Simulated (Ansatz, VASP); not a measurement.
# Two plane-wave programs on InAs

```
In As
1.0
     0.00000    3.19234    2.71349
     3.19234    0.00000    2.71349
     3.19234    3.19234    0.00000
In As
1 1
Cartesian
  0.0000 0.0000 0.0000
  4.7885 4.7885 4.0702
```

Alike in both runs: task single point; functional PBE; k mesh 16 × 16 × 16; occupations gaussian, width 0.15 eV; no spin polarisation.

```csv
,VASP,Ansatz
version,VASP 6.6.1,Ansatz 0.2.0
potentials or method,"VASP PAW PBE potentials, release 64 (In_d, As), cutoff 520 eV","scalar-relativistic, plane waves, PAW"
valence electrons in the cell,18,28
```

```tsv
	VASP	Ansatz	Ansatz less VASP
gap on the k mesh at the Fermi level (eV)	0.14	0.14	0.000
least direct gap on the mesh (eV)	0.41	0.41	-0.002
pressure (GPa)	3.3	3.3	-0.06
traceless stress, the component that is largest in VASP (GPa)	2.33	2.34	+0.007
```

VASP's potentials hold 18 valence electrons a cell and Ansatz's 28, so a difference there can come from the potentials and not from the codes.
